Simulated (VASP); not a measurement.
# Au in VASP: notebook, part 2 of 3

VASP 6.6.1. Earlier steps stand in the parts before.

## (4) Relaxation of cell and atoms, PBEsol, target pressure 1 GPa, at which the enthalpy is minimised

This run uses another cell than the first one, of 16.87 Å³/atom.

The input, INCAR:

```
SYSTEM = Au
PREC = Accurate
ENCUT = 600
EDIFF = 1E-6
ISMEAR = 0
SIGMA = 0.1
LREAL = .False.
LASPH = .True.
NELM = 100
ALGO = Normal
ISIF = 3
LWAVE = .False.
LCHARG = .False.
GGA = PS
IBRION = 2
NSW = 70
EDIFFG = -0.008
PSTRESS = 10.0
```

The input, KPOINTS:

```
Automatic mesh
0
Gamma
  18 18 18
  0 0 0
```

The input, POSCAR:

```
Au
1.0
   -1.6157799230      1.6157799230      1.6157799230
    1.6157799230     -1.6157799230      1.6157799230
    1.6157799230      1.6157799230     -1.6157799230
Au
1
Direct
    0.0000000000      0.0000000000      0.0000000000
```

Potentials or basis: VASP PAW PBE potentials, release 64 (Au).

The run is started by

```
$ cat potpaw_PBE.64/Au/POTCAR > POTCAR
$ mpirun -np 1 vasp_std > vasp.out
```

OUTCAR:

```text
SYSTEM = Au
   PREC = Accurate
   ENCUT = 600
   EDIFF = 1E-6
   ISMEAR = 0
   LREAL = .False.
   LASPH = .True.
   NELM = 100
   ISIF = 3
   GGA = PS
   IBRION = 2
   NSW = 70
   EDIFFG = -0.008
   PSTRESS = 10.0

 ion  position               nearest neighbor table
   1  0.000  0.000  0.000-

  LATTYP: Found a body centered cubic cell.
 ALAT       =     3.2315598460

  Lattice vectors:

 A1 = (  -1.6157799230,   1.6157799230,   1.6157799230)
 A2 = (   1.6157799230,  -1.6157799230,   1.6157799230)
 A3 = (   1.6157799230,   1.6157799230,  -1.6157799230)

Analysis of symmetry for initial positions (statically):
=====================================================================
 Subroutine PRICEL returns:
 Original cell was already a primitive cell.

 Routine SETGRP: Setting up the symmetry group for a
 body centered cubic supercell.

 Subroutine GETGRP returns: Found 48 space group operations
 (whereof 48 operations were pure point group operations)
 out of a pool of 48 trial point group operations.

The static configuration has the point symmetry O_h .

Analysis of symmetry for dynamics (positions and initial velocities):
=====================================================================
 Subroutine PRICEL returns:
 Original cell was already a primitive cell.

 Routine SETGRP: Setting up the symmetry group for a
 body centered cubic supercell.

 Subroutine GETGRP returns: Found 48 space group operations
 (whereof 48 operations were pure point group operations)
 out of a pool of 48 trial point group operations.

The dynamic configuration has the point symmetry O_h .

 Subroutine INISYM returns: Found 48 space group operations
 (whereof 48 operations are pure point group operations),
 and found     1 'primitive' translations

----------------------------------------------------------------------------------------

                                     Primitive cell

  volume of cell :      16.8736

  direct lattice vectors                    reciprocal lattice vectors
    -1.615779923  1.615779923  1.615779923     0.000000000  0.309448083  0.309448083
     1.615779923 -1.615779923  1.615779923     0.309448083  0.000000000  0.309448083
     1.615779923  1.615779923 -1.615779923     0.309448083  0.309448083  0.000000000

  length of vectors
     2.798612920  2.798612920  2.798612920     0.437625676  0.437625676  0.437625676

  position of ions in fractional coordinates (direct lattice)
     0.000000000  0.000000000  0.000000000

  ion indices of the primitive-cell ions
   primitive index   ion index
                 1           1

----------------------------------------------------------------------------------------

 KPOINTS: Automatic mesh

Automatic generation of k-mesh.
 Grid dimensions read from file:
 generate k-points for:   18   18   18

 Generating k-lattice:

  Cartesian coordinates                     Fractional coordinates (reciprocal lattice)
     0.000000000  0.017191560  0.017191560     0.055555556  0.000000000  0.000000000
     0.017191560  0.000000000  0.017191560     0.000000000  0.055555556  0.000000000
     0.017191560  0.017191560  0.000000000     0.000000000  0.000000000  0.055555556

[... 41 lines left out ...]
   dimension x,y,z NGX =    24 NGY =   24 NGZ =   24
   dimension x,y,z NGXF=    48 NGYF=   48 NGZF=   48
   ions per type =               1
   NGX,Y,Z   is equivalent  to a cutoff of  14.26, 14.26, 14.26 a.u.
   NGXF,Y,Z  is equivalent  to a cutoff of  28.51, 28.51, 28.51 a.u.
 SYSTEM =  Au
   PREC   = accura    normal or accurate (medium, high low for compatibility)
   ISTART =      0    job   : 0-new  1-cont  2-samecut
   ICHARG =      2    charge: 1-file 2-atom 10-const
   ISPIN  =      1    spin polarized calculation?
   LNONCOLLINEAR =      F non collinear calculations
   LSORBIT =      F    spin-orbit coupling
   LASPH  =      T    aspherical Exc in radial PAW
   ENCUT  =  600.0 eV  44.10 Ry    6.64 a.u.   5.59  5.59  5.59*2*pi/ulx,y,z
   NELM   =    100;   NELMIN=  2; NELMDL= -5     # of ELM steps
   EDIFF  = 0.1E-05   stopping-criterion for ELM
   LREAL  =      F    real-space projection
   EDIFFG = -.8E-02   stopping-criterion for IOM
   NSW    =     70    number of steps for IOM
   IBRION =      2    ionic relax: 0-MD 1-quasi-New 2-CG
   NFREE  =      1    steps in history (QN), initial steepest desc. (CG)
   ISIF   =      3    stress and relaxation
   ISYM   =      2    0-nonsym 1-usesym 2-fastsym
   POTIM  = 0.5000    time-step for ionic-motion
   TEBEG  =    0.0;   TEEND  =   0.0 temperature during run
   PSTRESS=   10.0 pullay stress
   NELECT =      11.0000    total number of electrons
   NUPDOWN=      -1.0000    fix difference up-down
   EMIN   =  10.00;   EMAX   =-10.00  energy-range for DOS
   EFERMI =   0.00;   METHOD = LEGACY
   ISMEAR =     0;   SIGMA  =   0.10  broadening in eV -4-tet -1-fermi 0-gaus
   EFERMI_NEDOS =   21; number of points for ismear=-14 and -15
   IALGO  =     38    algorithm
   IMIX   =      4    mixing-type and parameters
     AMIX     =   0.40;   BMIX     =  1.00
     AMIX_MAG =   1.60;   BMIX_MAG =  1.00
  volume/ion in A,a.u.               =      16.87       113.87
  Fermi-wavevector in a.u.,A,eV,Ry     =   1.419505  2.682475 27.415655  2.014994
  Thomas-Fermi vector in A             =   2.540518
   LORBIT       =      0    0 simple, 1 ext, 2 COOP (PROOUT), +10 PAW based schemes
   GGA     = PS    functional components
   LHFCALC =     F    Hartree Fock is set to
   AEXX    =    0.0000 exact exchange contribution
   IVDW    =     0    specifies the selected vdW correction
   LEPSILON=     F    determine dielectric tensor
   LRPA    =     F    only Hartree local field effects (RPA)
 conjugate gradient relaxation of ions
 non-spin polarized calculation
 Gauss-broadening in eV      SIGMA  =   0.10
  energy-cutoff  :      600.00
  volume of cell :       16.87
 maximum number of plane-waves:       586
   NGX = 11   NGY = 11   NGZ = 11

--------------------------------------- Ionic step        1  -------------------------------------------

 number of electron      11.0000001 magnetization

 Free energy of the ion-electron system (eV)
  ---------------------------------------------------
  ext. energy  EPLUGINS =         0.00000000
  ---------------------------------------------------
  free energy    TOTEN  =        -3.90415836 eV

  energy without entropy =       -3.90374689  energy(sigma->0) =       -3.90395262

------------------------ aborting loop because EDIFF is reached ----------------------------------------

  FORCE on cell =-STRESS in cart. coord.  units (eV):
  Direction    XX          YY          ZZ          XY          YZ          ZX
  --------------------------------------------------------------------------------------
  -------------------------------------------------------------------------------------
  Total        0.1635697      0.1635697      0.1635697      0.0000000     -0.0000000      0.0000000
  in kB       15.5312623     15.5312623     15.5312623      0.0000000     -0.0000000      0.0000000
  external PRESSURE =       5.5312623 kB  Pullay stress =      10.0000000 kB
[... 61 lines left out ...]
--------------------------------------- Ionic step        3  -------------------------------------------

 number of electron      11.0000001 magnetization

 Free energy of the ion-electron system (eV)
  ---------------------------------------------------
  ext. energy  EPLUGINS =         0.00000000
  ---------------------------------------------------
  free energy    TOTEN  =        -3.90455670 eV

  energy without entropy =       -3.90414200  energy(sigma->0) =       -3.90434935

 E-fermi :   9.4180     XC(G=0): -12.9288

 val. band max:        9.3748078977   @ k =   0.3889   0.0556   0.0556
 cond. band min:       9.4821848792   @ k =  -0.3333   0.3333   0.3333
 fundamental gap:      0.1073769815
 Fermi energy:         9.4179755910

 k-point     1 :       0.0000    0.0000    0.0000
  band No.  band energies     occupation
      1      -0.5888      2.00000
      2       4.4926      2.00000
      3       4.4926      2.00000
      4       4.4926      2.00000
      5       6.4675      2.00000
      6       6.4675      2.00000
      7      25.8956      0.00000
      8      25.8956      0.00000
      9      25.8956      0.00000
[... 265 lines left out ...]
 k-point    24 :       0.3889    0.1111    0.0000
  band No.  band energies     occupation
      1       2.3390      2.00000
      2       3.4932      2.00000
      3       5.9710      2.00000
      4       6.3276      2.00000
      5       7.1122      2.00000
      6       9.5506      0.06076
      7      13.9202      0.00000
      8      21.2171      0.00000
      9      22.9719      0.00000

 [... further k-points ...]

------------------------ aborting loop because EDIFF is reached ----------------------------------------

  FORCE on cell =-STRESS in cart. coord.  units (eV):
  Direction    XX          YY          ZZ          XY          YZ          ZX
  --------------------------------------------------------------------------------------
  -------------------------------------------------------------------------------------
  Total        0.1052903      0.1052903      0.1052903     -0.0000000     -0.0000000     -0.0000000
  in kB        9.9679866      9.9679866      9.9679866     -0.0000000     -0.0000000     -0.0000000
  external PRESSURE =      -0.0320134 kB  Pullay stress =      10.0000000 kB
[... 20 lines left out ...]
  energy  without entropy=       -3.9041420020  energy(sigma->0) =       -3.90434935

  enthalpy is  TOTEN    =        -3.7989282829 eV   P V=        0.1056284130

 reached required accuracy - stopping structural energy minimisation
```

OSZICAR:

```text
N       E                     dE             d eps       ncg     rms          rms(c)
DAV:   1     0.497129240437E+02    0.49713E+02   -0.64012E+03  3631   0.124E+03
DAV:   2    -0.377503599853E+01   -0.53488E+02   -0.50881E+02  3669   0.219E+02
[... 16 lines left out ...]
   2 F= -.37986480E+01 E0= -.37984370E+01  d E =0.193963E-03
       N       E                     dE             d eps       ncg     rms          rms(c)
DAV:   1    -0.390822273172E+01   -0.33682E-02   -0.78432E-02  3532   0.312E+00    0.361E-01
DAV:   2    -0.390470814990E+01    0.35146E-02   -0.12210E-02  3524   0.106E+00    0.145E-01
DAV:   3    -0.390455319868E+01    0.15495E-03   -0.75396E-04  3638   0.251E-01    0.105E-01
DAV:   4    -0.390455670861E+01   -0.35099E-05   -0.27762E-05  3681   0.454E-02    0.312E-03
DAV:   5    -0.390455669596E+01    0.12652E-07   -0.39525E-07  2228   0.670E-03
   3 F= -.37989283E+01 E0= -.37987209E+01  d E =-.863298E-04
```

CONTCAR:

```text
Au
   1.00000000000000
    -1.6173739677419010    1.6173739677419010    1.6173739677419010
     1.6173739677419010   -1.6173739677419010    1.6173739677419010
     1.6173739677419010    1.6173739677419010   -1.6173739677419010
  Au
     1
Direct
     0.0000000000000000    0.0000000000000000    0.0000000000000000

  0.00000000E+00  0.00000000E+00  0.00000000E+00
```

Run time: 84 s. Hardware: 1 thread of Intel Xeon 8259CL, shared host; peak memory 0.18 GiB.

What came out:

| Quantity | Value |
| --- | --- |
| Free energy | -3.9046 eV |
| Relaxed volume | 16.92 Å³/atom |
| Relaxed cell | a = 2.801 Å, b = 2.801 Å, c = 2.801 Å, α = 109.47°, β = 109.47°, γ = 109.47° |
| Space group after relaxing (to 0.1 Å) | Im-3m (No. 229) |
| Energy change on relaxing (the run minimises the enthalpy) | -0.4 meV/atom |
| Ionic steps | 3 |
| Pressure after relaxing | 1.0 GPa |
| Band gap on the k mesh | zero (an odd number of electrons rules out a gap without spin polarisation) |

The path:
```csv
step,energy change (eV),largest force (eV/Å),pressure (GPa),volume (Å³)
1,0.0000,0.0000,1.55,16.87
2,-0.0007,0.0000,0.05,17.02
3,-0.0004,0.0000,1.00,16.92
```

Final structure:
```yaml
crystal:
  lattice:
    - [-1.61737, 1.61737, 1.61737]
    - [1.61737, -1.61737, 1.61737]
    - [1.61737, 1.61737, -1.61737]
  atoms:
    - { symbol: Au, position: [0.00000, 0.00000, 0.00000] }
```

Caveat: the cell is relaxed towards a set pressure, so the run minimises the enthalpy, not the energy; the PAW data sets were made with another functional, which shifts forces and pressure a little; spin-orbit coupling is left out, which moves the levels of the heavy elements.

## (5) Relaxation of cell and atoms, PBEsol, target pressure -1 GPa, at which the enthalpy is minimised

This run uses another cell than the first one, of 17.21 Å³/atom.

The input, INCAR:

```
SYSTEM = Au
ALGO = Fast
EDIFF = 1E-6
EDIFFG = -0.008
ENCUT = 600
GGA = PS
IBRION = 2
ISIF = 3
ISMEAR = 0
LASPH = .True.
LCHARG = .False.
LREAL = .False.
LWAVE = .False.
NELM = 60
NSW = 70
PREC = Accurate
PSTRESS = -10.0
SIGMA = 0.1
```

The input, KPOINTS:

```
k-points
0
Gamma
  18 18 18
  0 0 0
```

The input, POSCAR:

```
Au
1.0
   -1.6263751632      1.6263751632      1.6263751632
    1.6263751632     -1.6263751632      1.6263751632
    1.6263751632      1.6263751632     -1.6263751632
Au
1
Direct
    0.0000000000      0.0000000000      0.0000000000
```

The run is started by

```
$ cat potpaw_PBE.64/Au/POTCAR > POTCAR
$ mpirun -np 1 vasp_std > vasp.out
```

Wall time 97 s (1 thread of Intel Xeon 8259CL, shared host); peak memory 0.17 GiB.

Results (log left out):

* Free energy: -3.9046 eV
* Relaxed volume: 17.12 Å³/atom
* Relaxed cell: a = 2.812 Å, b = 2.812 Å, c = 2.812 Å, α = 109.47°, β = 109.47°, γ = 109.47°
* Space group after relaxing (to 0.1 Å): Im-3m (No. 229)
* Energy change on relaxing (the run minimises the enthalpy): -0.8 meV/atom
* Ionic steps: 3
* Pressure after relaxing: -1.0 GPa
* Band gap on the k mesh: zero (an odd number of electrons rules out a gap without spin polarisation)

The path:
```
step  energy change (eV)  largest force (eV/Å)  pressure (GPa)  volume (Å³)
   1              0.0000                0.0000           -1.79        17.21
   2             -0.0011                0.0000            0.23        17.00
   3             -0.0008                0.0000           -1.00        17.12
```

Final structure:
```cif
data_structure
_symmetry_space_group_name_H-M 'P 1'
_symmetry_Int_Tables_number 1
_cell_length_a 2.8121
_cell_length_b 2.8121
_cell_length_c 2.8121
_cell_angle_alpha 109.471
_cell_angle_beta 109.471
_cell_angle_gamma 109.471
_cell_volume 17.12
loop_
_atom_site_label
_atom_site_type_symbol
_atom_site_fract_x
_atom_site_fract_y
_atom_site_fract_z
_atom_site_occupancy
Au1 Au 0.00000 0.00000 0.00000 1
```

Levels at points of the mesh, in eV from the Fermi level:
```csv
k point,band 4,band 5,band 6,band 7,band 8,band 9
"(0.00, 0.00, 0.00)",-4.86,-2.92,-2.92,16.47,16.47,16.47
"(0.50, 0.00, 0.00)",-2.72,-1.38,-0.70,3.51,12.32,13.83
"(0.50, 0.50, 0.50)",-1.77,-1.77,6.22,6.22,6.22,9.62
```

Caveat: the cell is relaxed towards a set pressure, so the run minimises the enthalpy, not the energy; the PAW data sets were made with another functional, which shifts forces and pressure a little; spin-orbit coupling is left out, which moves the levels of the heavy elements.

(Part 2 of 3 ends here.)
